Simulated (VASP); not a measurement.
Wanted: the native input for a VASP 6.6.1 run.

| Item | Value |
| --- | --- |
| Task | relaxation of cell and atoms |
| Functional | LDA |
| Potentials or basis | VASP PAW LDA potentials, release 64 (Pt, Rh_pv, Fe) |
| Cutoff | 600 eV |
| k mesh | 5 × 5 × 3, shifted |
| Occupations | gaussian, width 0.0112 eV |
| Spin | no spin polarisation |
| Dipole correction | no |
| Further INCAR settings | ALGO = Normal; EDIFF = 1e-07; IBRION = 2; EDIFFG = -0.01; NSW = 60; ISIF = 3 |

The structure of FePtRh lies in POSCAR:

```
FePtRh
1.0
    3.4362580000      0.0000000000      0.0000000000
    0.0000000000      3.4362580000      0.0000000000
    0.0000000000      0.0000000000      5.9385090000
Pt Rh Fe
2 2 2
Direct
    0.0000000000      0.0000000000      0.0000000000
    0.5000000000      0.5000000000      0.0000000000
    0.0000000000      0.5000000000      0.7500000000
    0.5000000000      0.0000000000      0.2500000000
    0.0000000000      0.5000000000      0.3570000000
    0.5000000000      0.0000000000      0.6430000000
```

These files were run (other wordings do the same):

INCAR

```
SYSTEM = FePtRh
PREC = Accurate
ENCUT = 600
EDIFF = 1E-7
ISMEAR = 0
SIGMA = 0.0112
LREAL = .False.
LASPH = .True.
NELM = 60
ALGO = Normal
ISIF = 3
LWAVE = .False.
LCHARG = .False.
IBRION = 2
NSW = 60
EDIFFG = -0.01
```

KPOINTS

```
Automatic mesh
0
Gamma
  5 5 3
  0.5 0.5 0.5
```

Potentials or basis: VASP PAW LDA potentials, release 64 (Pt, Rh_pv, Fe).

The run is started by

```bash
$ cat potpaw_LDA.64/Pt/POTCAR potpaw_LDA.64/Rh_pv/POTCAR potpaw_LDA.64/Fe/POTCAR > POTCAR
$ mpirun -np 1 vasp_std > vasp.out
```

Results of the run:

```json
{"Relaxed volume": "13.44 Å³/atom", "Relaxed cell": "a = 3.664 Å, b = 3.664 Å, c = 6.008 Å, α = 90.00°, β = 90.00°, γ = 90.00°", "Space group after relaxing (to 0.1 Å)": "P4/nmm (No. 129)", "Pressure after relaxing": "0.0 GPa", "Largest force after relaxing": "0.008 eV/Å", "Band gap on the k mesh": "zero (bands 33 and 34 overlap by 0.49 eV)"}
```

Caveat: the k points lie up to 0.35 Å⁻¹ apart in the final cell; the volume moved by over 15 % at a fixed basis, so the end points are rough; spin-orbit coupling is left out, which moves the levels of the heavy elements; the run has no spin polarisation, though such a crystal can be magnetic.

It took 36 min on 1 thread of Intel Xeon 8259CL, on a shared host, peak memory 0.2 GiB.
